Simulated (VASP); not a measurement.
# BiTe in VASP: notebook, part 2 of 2

VASP 6.6.1. The steps go on from the part before.

## (5) Single point, PBE

This run uses another cell than the first one, of 33.18 Å³/atom, 0.980 times its volume.

Input file INCAR:

```
SYSTEM = BiTe
ALGO = Normal
EDIFF = 1E-6
ENCUT = 500
GGA = PE
GGA_COMPAT = .FALSE.
ISIF = 2
ISMEAR = -1
LASPH = .TRUE.
LCHARG = .TRUE.
LELF = .TRUE.
LREAL = .FALSE.
LVHAR = .TRUE.
LWAVE = .FALSE.
NBANDS = 18
NELM = 120
PREC = Accurate
SIGMA = 0.05
```

Input file KPOINTS:

```
k-points
0
G
  6 6 6
  0 0 0
```

Input file POSCAR:

```
BiTe
1.0
    0.0000000000      3.2026500000      3.2350000000
    3.2026500000      0.0000000000      3.2350000000
    3.2026500000      3.2026500000      0.0000000000
Bi Te
1 1
Direct
    0.0000000000      0.0000000000      0.0000000000
    0.5000000000      0.5000000000      0.5000000000
```

Potentials or basis: VASP PAW PBE potentials, release 64 (Bi_d, Te).

Run with:

```bash
cat potpaw_PBE.64/Bi_d/POTCAR potpaw_PBE.64/Te/POTCAR > POTCAR
mpirun -np 1 vasp_std > vasp.out
```

OUTCAR:

```text
SYSTEM = BiTe
   EDIFF = 1E-6
   ENCUT = 500
   GGA = PE
   ISIF = 2
   ISMEAR = -1
   LASPH = .TRUE.
   LREAL = .FALSE.
   NELM = 120
   PREC = Accurate

 ion  position               nearest neighbor table
   1  0.000  0.000  0.000-   2 3.20   2 3.20   2 3.20   2 3.20   2 3.23   2 3.23
   2  0.500  0.500  0.500-   1 3.20   1 3.20   1 3.20   1 3.20   1 3.23   1 3.23

  LATTYP: Found a body centered tetragonal cell.
 ALAT       =     4.5292310655
 C/A-ratio  =     1.4284985479

  Lattice vectors:

 A1 = (  -3.2026500000,   0.0000000000,   3.2350000000)
 A2 = (   3.2026500000,   0.0000000000,   3.2350000000)
 A3 = (   0.0000000000,   3.2026500000,  -3.2350000000)

Analysis of symmetry for initial positions (statically):
=====================================================================
 Subroutine PRICEL returns:
 Original cell was already a primitive cell.

 Routine SETGRP: Setting up the symmetry group for a
 body centered tetragonal supercell.

 Subroutine GETGRP returns: Found 16 space group operations
 (whereof 16 operations were pure point group operations)
 out of a pool of 16 trial point group operations.

The static configuration has the point symmetry D_4h.

Analysis of symmetry for dynamics (positions and initial velocities):
=====================================================================
 Subroutine PRICEL returns:
 Original cell was already a primitive cell.

 Routine SETGRP: Setting up the symmetry group for a
 body centered tetragonal supercell.

 Subroutine GETGRP returns: Found 16 space group operations
 (whereof 16 operations were pure point group operations)
 out of a pool of 16 trial point group operations.

The dynamic configuration has the point symmetry D_4h.

 Subroutine INISYM returns: Found 16 space group operations
 (whereof 16 operations are pure point group operations),
 and found     1 'primitive' translations

----------------------------------------------------------------------------------------

                                     Primitive cell

  volume of cell :      66.3626

  direct lattice vectors                    reciprocal lattice vectors
     0.000000000  3.202650000  3.235000000    -0.156120713  0.156120713  0.154559505
     3.202650000  0.000000000  3.235000000     0.156120713 -0.156120713  0.154559505
     3.202650000  3.202650000  0.000000000     0.156120713  0.156120713 -0.154559505

  length of vectors
     4.552163444  4.552163444  4.529231066     0.269510657  0.269510657  0.269510657

  position of ions in fractional coordinates (direct lattice)
     0.000000000  0.000000000  0.000000000
     0.500000000  0.500000000  0.500000000

  ion indices of the primitive-cell ions
   primitive index   ion index
                 1           1
                 2           2

----------------------------------------------------------------------------------------

 KPOINTS: k-points

Automatic generation of k-mesh.
 Grid dimensions read from file:
 generate k-points for:    6    6    6

 Generating k-lattice:

  Cartesian coordinates                     Fractional coordinates (reciprocal lattice)
    -0.026020119  0.026020119  0.025759918     0.166666667 -0.000000000  0.000000000
     0.026020119 -0.026020119  0.025759918    -0.000000000  0.166666667  0.000000000
     0.026020119  0.026020119 -0.025759918     0.000000000  0.000000000  0.166666667

  Length of vectors
     0.044918443  0.044918443  0.044918443

  Shift w.r.t. Gamma in fractional coordinates (k-lattice)
     0.000000000  0.000000000  0.000000000

 Subroutine IBZKPT returns following result:
 ===========================================

 Found     30 irreducible k-points:

 Following reciprocal coordinates:
            Coordinates               Weight
  0.000000  0.000000  0.000000      1.000000
  0.166667  0.000000  0.000000      8.000000
  0.333333 -0.000000  0.000000      8.000000
  0.500000  0.000000  0.000000      4.000000
  0.166667  0.166667  0.000000      2.000000
  0.333333  0.166667  0.000000      8.000000
[... 16 lines left out ...]
  0.333333  0.000000  0.333333      4.000000
  0.500000  0.000000  0.333333     16.000000
 [... further k-points ...]
   k-points           NKPTS =     30   k-points in BZ     NKDIM =     30   number of bands    NBANDS=     18
   number of dos      NEDOS =    301   number of ions     NIONS =      2
   total plane-waves  NPLWV =  46656
   dimension x,y,z NGX =    36 NGY =   36 NGZ =   36
   dimension x,y,z NGXF=    72 NGYF=   72 NGZF=   72
   ions per type =               1   1
   NGX,Y,Z   is equivalent  to a cutoff of  13.15, 13.15, 13.21 a.u.
   NGXF,Y,Z  is equivalent  to a cutoff of  26.29, 26.29, 26.43 a.u.
 SYSTEM =  BiTe
   PREC   = accura    normal or accurate (medium, high low for compatibility)
   ISTART =      0    job   : 0-new  1-cont  2-samecut
   ICHARG =      2    charge: 1-file 2-atom 10-const
   ISPIN  =      1    spin polarized calculation?
   LNONCOLLINEAR =      F non collinear calculations
   LSORBIT =      F    spin-orbit coupling
   LASPH  =      T    aspherical Exc in radial PAW
   ENCUT  =  500.0 eV  36.75 Ry    6.06 a.u.   8.30  8.30  8.26*2*pi/ulx,y,z
   NELM   =    120;   NELMIN=  2; NELMDL= -5     # of ELM steps
   EDIFF  = 0.1E-05   stopping-criterion for ELM
   LREAL  =      F    real-space projection
   EDIFFG = 0.1E-04   stopping-criterion for IOM
   NSW    =      0    number of steps for IOM
   IBRION =     -1    ionic relax: 0-MD 1-quasi-New 2-CG
   NFREE  =      0    steps in history (QN), initial steepest desc. (CG)
   ISIF   =      2    stress and relaxation
   ISYM   =      2    0-nonsym 1-usesym 2-fastsym
   POTIM  = 0.5000    time-step for ionic-motion
   TEBEG  =    0.0;   TEEND  =   0.0 temperature during run
   PSTRESS=    0.0 pullay stress
   NELECT =      21.0000    total number of electrons
   NUPDOWN=      -1.0000    fix difference up-down
   EMIN   =  10.00;   EMAX   =-10.00  energy-range for DOS
   EFERMI =   0.00;   METHOD = LEGACY
   ISMEAR =    -1;   SIGMA  =   0.05  broadening in eV -4-tet -1-fermi 0-gaus
   EFERMI_NEDOS =   21; number of points for ismear=-14 and -15
   IALGO  =     38    algorithm
   IMIX   =      4    mixing-type and parameters
     AMIX     =   0.40;   BMIX     =  1.00
     AMIX_MAG =   1.60;   BMIX_MAG =  1.00
  volume/ion in A,a.u.               =      33.18       223.92
  Fermi-wavevector in a.u.,A,eV,Ry     =   1.115596  2.108170 16.933183  1.244554
  Thomas-Fermi vector in A             =   2.252202
   LORBIT       =      0    0 simple, 1 ext, 2 COOP (PROOUT), +10 PAW based schemes
   GGA     = PE    functional components
   LHFCALC =     F    Hartree Fock is set to
   AEXX    =    0.0000 exact exchange contribution
   IVDW    =     0    specifies the selected vdW correction
   LEPSILON=     F    determine dielectric tensor
   LRPA    =     F    only Hartree local field effects (RPA)
 non-spin polarized calculation
  energy-cutoff  :      500.00
  volume of cell :       66.36
 maximum number of plane-waves:      1700
 NGX is ok and might be reduce to    36
   NGX = 17   NGY = 17   NGZ = 17

 number of electron      21.0000004 magnetization

 Free energy of the ion-electron system (eV)
  ---------------------------------------------------
  ext. energy  EPLUGINS =         0.00000000
  ---------------------------------------------------
  free energy    TOTEN  =        -7.15873581 eV

  energy without entropy =       -7.14015922  energy(sigma->0) =       -7.14944751

 E-fermi :   6.8018     XC(G=0):  -9.5236

 val. band max:        6.7941534565   @ k =  -0.1667   0.1667   0.0000
 cond. band min:       6.9148644928   @ k =   0.3333  -0.0000   0.0000
 fundamental gap:      0.1207110363
 Fermi energy:         6.8018197150

 k-point     1 :       0.0000    0.0000    0.0000
  band No.  band energies     occupation
      1     -16.2645      2.00000
      2     -16.2603      2.00000
      3     -16.2500      2.00000
      4     -16.2494      2.00000
      5     -16.2494      2.00000
      6      -6.7670      2.00000
[... 10 lines left out ...]
     17      13.0714      0.00000
     18      13.4007      0.00000
[... 463 lines left out ...]
 k-point    24 :       0.5000    0.0000    0.3333
  band No.  band energies     occupation
      1     -16.2757      2.00000
      2     -16.2513      2.00000
      3     -16.2506      2.00000
      4     -16.2481      2.00000
      5     -16.2399      2.00000
      6      -4.9394      2.00000
[... 10 lines left out ...]
     17      16.5056      0.00000
     18      16.8205      0.00000

 [... further k-points ...]

------------------------ aborting loop because EDIFF is reached ----------------------------------------

  FORCE on cell =-STRESS in cart. coord.  units (eV):
  Direction    XX          YY          ZZ          XY          YZ          ZX
  --------------------------------------------------------------------------------------
  -------------------------------------------------------------------------------------
  Total        0.8336500      0.8336500      0.6893114      0.0000000     -0.0000000      0.0000000
  in kB       20.1266304     20.1266304     16.6418954      0.0000000     -0.0000000      0.0000000
  external PRESSURE =      18.9650521 kB  Pullay stress =       0.0000000 kB

 VOLUME and BASIS-vectors are now :
 -----------------------------------------------------------------------------
  energy-cutoff  :      500.00
  volume of cell :       66.36
      direct lattice vectors                 reciprocal lattice vectors
     0.000000000  3.202650000  3.235000000    -0.156120713  0.156120713  0.154559505
     3.202650000  0.000000000  3.235000000     0.156120713 -0.156120713  0.154559505
     3.202650000  3.202650000  0.000000000     0.156120713  0.156120713 -0.154559505

 POSITION                                       TOTAL-FORCE (eV/Angst)
 -----------------------------------------------------------------------------------
      0.00000      0.00000      0.00000         0.000000     -0.000000      0.000000
      3.20265      3.20265      3.23500         0.000000      0.000000      0.000000
 -----------------------------------------------------------------------------------
    total drift:                               -0.000000      0.000000      0.000000

  FREE ENERGIE OF THE ION-ELECTRON SYSTEM (eV)
  ---------------------------------------------------
  free  energy   TOTEN  =        -7.1587358080 eV

  energy  without entropy=       -7.1401592198  energy(sigma->0) =       -7.14944751
```

OSZICAR:

```text
N       E                     dE             d eps       ncg     rms          rms(c)
DAV:   1     0.152563116964E+03    0.15256E+03   -0.95138E+03  1088   0.109E+03
DAV:   2     0.446095695544E+01   -0.14810E+03   -0.14448E+03  1134   0.295E+02
DAV:   3    -0.685006618582E+01   -0.11311E+02   -0.11210E+02  1344   0.882E+01
DAV:   4    -0.716564923823E+01   -0.31558E+00   -0.31527E+00  1328   0.155E+01
DAV:   5    -0.717937200451E+01   -0.13723E-01   -0.13722E-01  1556   0.305E+00    0.672E+00
DAV:   6    -0.715477604093E+01    0.24596E-01   -0.83197E-02  1516   0.179E+00    0.407E+00
DAV:   7    -0.715882551416E+01   -0.40495E-02   -0.24379E-02  1246   0.801E-01    0.525E-01
DAV:   8    -0.715860916794E+01    0.21635E-03   -0.39475E-03  1346   0.419E-01    0.123E-01
DAV:   9    -0.715873395366E+01   -0.12479E-03   -0.36333E-04  1204   0.113E-01    0.375E-02
DAV:  10    -0.715873507426E+01   -0.11206E-05   -0.11802E-05  1452   0.217E-02    0.259E-02
DAV:  11    -0.715873580798E+01   -0.73372E-06   -0.76849E-06  1162   0.172E-02
   1 F= -.71587358E+01 E0= -.71494475E+01  d E =-.185766E-01
```

stdout:

```text
POSCAR found type information on POSCAR BiTe
 POSCAR found :  2 types and       2 ions
 scaLAPACK will be used
 LDA part: xc-table for (Slater+PW92), standard interpolation
 POSCAR, INCAR and KPOINTS ok, starting setup
 FFT: planning ... GRIDC
 FFT: planning ... GRID_SOFT
 FFT: planning ... GRID
 WAVECAR not read
 entering main loop
```

Wall time 48 s (1 thread of Intel Xeon 8259CL, shared host); peak memory 0.21 GiB.

Results:

| Property | Result |
| --- | --- |
| Free energy | -7.1587 eV |
| Pressure | 1.9 GPa |

Stress tensor (GPa, compression positive):
```
2.01 0.00 0.00
0.00 2.01 0.00
0.00 0.00 1.66
```

Caveat: spin-orbit coupling is left out, which moves the levels of the heavy elements.

## (6) Overview

```csv
cell,gap on the mesh (eV),pressure (GPa)
"a = 4.575 Å, angles 60.0°, 2 atoms",none,0.9
"a = 4.484, b = 4.484, c = 4.392 Å, angles 60.7, 60.7, 58.6°, 2 atoms",none,5.9
"a = 4.529, b = 4.529, c = 4.483 Å, angles 60.3, 60.3, 59.3°, 2 atoms",none,3.1
"a = 4.552, b = 4.552, c = 4.529 Å, angles 60.2, 60.2, 59.7°, 2 atoms",none,1.9
```

Alike in all rows: task single point; level PBE; potentials or basis VASP PAW PBE potentials, release 64 (Bi_d, Te); no spin polarisation; k mesh 6 × 6 × 6; cutoff (eV) 500; smearing fermi-dirac 0.05 eV.

Caveats: spin-orbit coupling is left out, which moves the levels of the heavy elements.

Absolute energies hang on the potentials; compare differences alone.
